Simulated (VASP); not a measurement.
# Ni (Fm-3m) in VASP: notebook

Ni is run at these levels: r2SCAN; tasks: single point.

Everything below comes from runs of VASP 6.6.1. Logs are shortened: lines on timing, memory, paths and dates and some standing lists are left out, and cuts for length are marked.

## Step 1: The cell of the first run

It takes space group Fm-3m (No. 225, cubic). The conventional cell has a = 3.548 Å, b = 3.548 Å, c = 3.548 Å, α = 90.00°, β = 90.00°, γ = 90.00°. Within 3.3 Å of Ni (site symmetry m-3m) lie 12 Ni at 2.51 Å.

## Step 2: Single point, r2SCAN, collinear spin, ferromagnetic start

The input, POSCAR:

```
Ni
1.0
    0.0000000000      3.5481000000      3.5481000000
    1.7740500000      0.0000000000      1.7740500000
    1.7740500000      1.7740500000      0.0000000000
Ni
2
Direct
    0.0000000000      0.0000000000      0.0000000000
    0.5000000000      0.0000000000      0.0000000000
```

The input, INCAR.step1:

```
ALGO = Normal
EDIFF = 1E-4
ENCUT = 520
GGA = PE
ISMEAR = -1
ISPIN = 2
LASPH = T
LCHARG = F
LMAXMIX = 4
LREAL = F
LWAVE = T
MAGMOM = 2 2
NBANDS = 21
NELM = 150
PREC = Accurate
SIGMA = 0.1
```

The input, INCAR.step2:

```
ALGO = Normal
EDIFF = 1E-6
ENCUT = 520
ISIF = 2
ISMEAR = -1
ISPIN = 2
ISTART = 1
LASPH = T
LCHARG = F
LMAXMIX = 4
LMIXTAU = T
LORBIT = 11
LREAL = F
LWAVE = F
MAGMOM = 2 2
METAGGA = R2SCAN
NBANDS = 21
NELM = 150
PREC = Accurate
SIGMA = 0.1
```

The input, KPOINTS:

```
k-points
0
Gamma
  6 12 12
```

Potentials or basis: VASP PAW PBE potentials, release 64 (Ni).

Started as:

```console
$ cat potpaw_PBE.64/Ni/POTCAR > POTCAR
$ cp INCAR.step1 INCAR
$ mpirun -np 1 vasp_std > vasp.out
$ cp INCAR.step2 INCAR
$ mpirun -np 1 vasp_std > vasp.out
```

OUTCAR:

```text
EDIFF = 1E-6
   ENCUT = 520
   ISIF = 2
   ISMEAR = -1
   ISPIN = 2
   ISTART = 1
   LASPH = T
   LORBIT = 11
   LREAL = F
   METAGGA = R2SCAN
   NELM = 150
   PREC = Accurate

 ion  position               nearest neighbor table
   1  0.000  0.000  0.000-   2 2.51   2 2.51   2 2.51   2 2.51   2 2.51   2 2.51
   2  0.500  0.000  0.000-   1 2.51   1 2.51   1 2.51   1 2.51   1 2.51   1 2.51

  LATTYP: Found a trigonal (rhomboedric) cell.
 ALAT       =     4.3455172782
 COS(alpha) =     0.8333333333

  Lattice vectors:

 A1 = (   1.7740500000,  -1.7740500000,  -3.5481000000)
 A2 = (   3.5481000000,  -1.7740500000,  -1.7740500000)
 A3 = (   1.7740500000,  -3.5481000000,  -1.7740500000)

Analysis of symmetry for initial positions (statically):
=====================================================================
 Subroutine PRICEL returns following result:

  LATTYP: Found a face centered cubic cell.
 ALAT       =     3.5481000000
[... 12 lines left out ...]
 Subroutine GETGRP returns: Found 12 space group operations
 (whereof 12 operations were pure point group operations)
 out of a pool of 12 trial point group operations.

The static configuration has the point symmetry D_3d.

Analysis of symmetry for dynamics (positions and initial velocities):
=====================================================================
 Subroutine PRICEL returns following result:

  LATTYP: Found a face centered cubic cell.
 ALAT       =     3.5481000000
[... 12 lines left out ...]
 Subroutine GETGRP returns: Found 12 space group operations
 (whereof 12 operations were pure point group operations)
 out of a pool of 12 trial point group operations.

The dynamic configuration has the point symmetry D_3d.

Analysis of structural, dynamic, and magnetic symmetry:
=====================================================================
 Subroutine PRICEL returns following result:

  LATTYP: Found a face centered cubic cell.
 ALAT       =     3.5481000000
[... 12 lines left out ...]
 Subroutine GETGRP returns: Found 12 space group operations
 (whereof 12 operations were pure point group operations)
 out of a pool of 12 trial point group operations.

The overall configuration has the point symmetry D_3d.

 Subroutine INISYM returns: Found 12 space group operations
 (whereof 12 operations are pure point group operations),
 and found     2 'primitive' translations

----------------------------------------------------------------------------------------

                                     Primitive cell

  volume of cell :      11.1668

  direct lattice vectors                    reciprocal lattice vectors
     0.000000000  1.774050000  1.774050000    -0.281840985  0.281840985  0.281840985
     1.774050000  0.000000000  1.774050000     0.281840985 -0.281840985  0.281840985
     1.774050000  1.774050000  0.000000000     0.281840985  0.281840985 -0.281840985

  length of vectors
     2.508885570  2.508885570  2.508885570     0.488162906  0.488162906  0.488162906

  position of ions in fractional coordinates (direct lattice)
     0.000000000  0.000000000  0.000000000

  ion indices of the primitive-cell ions
   primitive index   ion index
                 1           1

----------------------------------------------------------------------------------------

 KPOINTS: k-points

Automatic generation of k-mesh.
 Grid dimensions read from file:
 generate k-points for:    6   12   12

 Generating k-lattice:

  Cartesian coordinates                     Fractional coordinates (reciprocal lattice)
    -0.023486749  0.023486749  0.023486749     0.166666667  0.000000000  0.000000000
     0.023486749 -0.023486749  0.023486749     0.000000000  0.083333333  0.000000000
     0.023486749  0.023486749 -0.023486749     0.000000000  0.000000000  0.083333333

  Length of vectors
     0.040680242  0.040680242  0.040680242

  Shift w.r.t. Gamma in fractional coordinates (k-lattice)
     0.000000000  0.000000000  0.000000000

 -----------------------------------------------------------------------------
|                                                                             |
|           W    W    AA    RRRRR   N    N  II  N    N   GGGG   !!!           |
|           W    W   A  A   R    R  NN   N  II  NN   N  G    G  !!!           |
|           W    W  A    A  R    R  N N  N  II  N N  N  G       !!!           |
|           W WW W  AAAAAA  RRRRR   N  N N  II  N  N N  G  GGG   !            |
[... 16 lines left out ...]
 Found     98 irreducible k-points:

 Following reciprocal coordinates:
            Coordinates               Weight
  0.000000  0.000000  0.000000      1.000000
  0.166667  0.000000  0.000000      2.000000
  0.333333  0.000000  0.000000      2.000000
  0.500000  0.000000  0.000000      1.000000
  0.000000  0.083333  0.000000      6.000000
  0.166667  0.083333  0.000000      6.000000
[... 16 lines left out ...]
  0.000000  0.333333  0.000000      6.000000
  0.166667  0.333333  0.000000      6.000000
 [... further k-points ...]
   k-points           NKPTS =     98   k-points in BZ     NKDIM =     98   number of bands    NBANDS=     21
   number of dos      NEDOS =    301   number of ions     NIONS =      2
   total plane-waves  NPLWV =  16000
   dimension x,y,z NGX =    40 NGY =   20 NGZ =   20
   dimension x,y,z NGXF=    80 NGYF=   40 NGZF=   40
   ions per type =               2
   NGX,Y,Z   is equivalent  to a cutoff of  13.25, 13.25, 13.25 a.u.
   NGXF,Y,Z  is equivalent  to a cutoff of  26.51, 26.51, 26.51 a.u.
 SYSTEM =  unknown system
   PREC   = accura    normal or accurate (medium, high low for compatibility)
   ISTART =      1    job   : 0-new  1-cont  2-samecut
   ICHARG =      0    charge: 1-file 2-atom 10-const
   ISPIN  =      2    spin polarized calculation?
   LNONCOLLINEAR =      F non collinear calculations
   LSORBIT =      F    spin-orbit coupling
   LASPH  =      T    aspherical Exc in radial PAW
   ENCUT  =  520.0 eV  38.22 Ry    6.18 a.u.   9.33  4.66  4.66*2*pi/ulx,y,z
   NELM   =    150;   NELMIN=  2; NELMDL=  0     # of ELM steps
   EDIFF  = 0.1E-05   stopping-criterion for ELM
   LREAL  =      F    real-space projection
   EDIFFG = 0.1E-04   stopping-criterion for IOM
   NSW    =      0    number of steps for IOM
   IBRION =     -1    ionic relax: 0-MD 1-quasi-New 2-CG
   NFREE  =      0    steps in history (QN), initial steepest desc. (CG)
   ISIF   =      2    stress and relaxation
   ISYM   =      2    0-nonsym 1-usesym 2-fastsym
   POTIM  = 0.5000    time-step for ionic-motion
   TEBEG  =    0.0;   TEEND  =   0.0 temperature during run
   PSTRESS=    0.0 pullay stress
   NELECT =      20.0000    total number of electrons
   NUPDOWN=      -1.0000    fix difference up-down
   EMIN   =  10.00;   EMAX   =-10.00  energy-range for DOS
   EFERMI =   0.00;   METHOD = LEGACY
   ISMEAR =    -1;   SIGMA  =   0.10  broadening in eV -4-tet -1-fermi 0-gaus
   EFERMI_NEDOS =   21; number of points for ismear=-14 and -15
   IALGO  =     38    algorithm
   IMIX   =      4    mixing-type and parameters
     AMIX     =   0.40;   BMIX     =  1.00
     AMIX_MAG =   1.60;   BMIX_MAG =  1.00
  volume/ion in A,a.u.               =      11.17        75.36
  Fermi-wavevector in a.u.,A,eV,Ry     =   1.577971  2.981933 33.878398  2.489992
  Thomas-Fermi vector in A             =   2.678572
   LORBIT       =     11    0 simple, 1 ext, 2 COOP (PROOUT), +10 PAW based schemes
   METAGGA = R2SCAN    functional components
   LHFCALC =     F    Hartree Fock is set to
   AEXX    =    0.0000 exact exchange contribution
   IVDW    =     0    specifies the selected vdW correction
   LEPSILON=     F    determine dielectric tensor
   LRPA    =     F    only Hartree local field effects (RPA)
 spin polarized calculation
  energy-cutoff  :      520.00
  volume of cell :       22.33
 maximum number of plane-waves:       615
 NGX is ok and might be reduce to    40
   NGX = 19   NGY =  9   NGZ =  9

 number of electron      20.0000016 magnetization       1.4704662

 Free energy of the ion-electron system (eV)
  ---------------------------------------------------
  ext. energy  EPLUGINS =         0.00000000
  ---------------------------------------------------
  free energy    TOTEN  =       -23.89036542 eV

  energy without entropy =      -23.80922861  energy(sigma->0) =      -23.84979701

 E-fermi :   8.9512     XC(G=0): -14.2075

 val. band max:        8.9003721984   @ k =  -0.3333   0.1667   0.0000
 cond. band min:       8.9594712175   @ k =  -0.1667   0.2500   0.0000
 fundamental gap:      0.0590990191
 Fermi energy:         8.9511796162

 spin component 1

 k-point     1 :       0.0000    0.0000    0.0000
  band No.  band energies     occupation
      1      -0.2544      1.00000
      2       3.8221      1.00000
      3       6.0794      1.00000
      4       6.0795      1.00000
      5       6.0795      1.00000
      6       6.1634      1.00000
[... 565 lines left out ...]
     20      34.9574      0.00000
     21      39.2853      0.00000

 [... further k-points ...]

 spin component 2

 k-point     1 :       0.0000    0.0000    0.0000
  band No.  band energies     occupation
      1      -0.5216      1.00000
      2       4.5078      1.00000
      3       7.0944      1.00000
      4       7.0945      1.00000
      5       7.4326      1.00000
      6       7.4327      1.00000
[... 565 lines left out ...]
     20      35.2237      0.00000
     21      39.3882      0.00000

 [... further k-points ...]

------------------------ aborting loop because EDIFF is reached ----------------------------------------

  FORCE on cell =-STRESS in cart. coord.  units (eV):
  Direction    XX          YY          ZZ          XY          YZ          ZX
  --------------------------------------------------------------------------------------
  -------------------------------------------------------------------------------------
  Total       -1.4984776     -1.4984776     -1.4984776      0.0000966     -0.0000966      0.0000966
  in kB     -107.4987136   -107.4987136   -107.4987136      0.0069314     -0.0069314      0.0069314
  external PRESSURE =    -107.4987136 kB  Pullay stress =       0.0000000 kB

 VOLUME and BASIS-vectors are now :
 -----------------------------------------------------------------------------
  energy-cutoff  :      520.00
  volume of cell :       22.33
      direct lattice vectors                 reciprocal lattice vectors
     0.000000000  3.548100000  3.548100000    -0.140920493  0.140920493  0.140920493
     1.774050000  0.000000000  1.774050000     0.281840985 -0.281840985  0.281840985
     1.774050000  1.774050000  0.000000000     0.281840985  0.281840985 -0.281840985

 POSITION                                       TOTAL-FORCE (eV/Angst)
 -----------------------------------------------------------------------------------
      0.00000      0.00000      0.00000         0.000000     -0.000000     -0.000000
      0.00000      1.77405      1.77405        -0.000000      0.000000      0.000000
 -----------------------------------------------------------------------------------
    total drift:                               -0.000000     -0.000000     -0.000000

  FREE ENERGIE OF THE ION-ELECTRON SYSTEM (eV)
  ---------------------------------------------------
  free  energy   TOTEN  =       -23.8903654158 eV

  energy  without entropy=      -23.8092286124  energy(sigma->0) =      -23.84979701

 total charge

# of ion       s       p       d       tot
------------------------------------------
    1        0.503   0.495   8.302   9.300
    2        0.503   0.495   8.302   9.300
--------------------------------------------------
tot          1.006   0.990  16.604  18.599

 magnetization (x)

# of ion       s       p       d       tot
------------------------------------------
    1       -0.010  -0.044   0.817   0.763
    2       -0.010  -0.044   0.817   0.763
--------------------------------------------------
tot         -0.020  -0.087   1.634   1.527
```

Run time: 5.4 min. Hardware: 1 thread of Intel Xeon 8259CL, shared host; peak memory 0.21 GiB.

Results:

| Quantity | Value |
| --- | --- |
| Free energy | -23.8904 eV |
| Pressure | -10.7 GPa |
| Net moment | 1.47 μB per cell |
| Site moments | Ni +0.76 μB |
| Valence electrons inside the program's atomic spheres | Ni 9.30 |

Caveat: the cell stands under tension; the PAW data sets were made with another functional, which shifts forces and pressure a little.

(Part 1 of 2 ends here.)
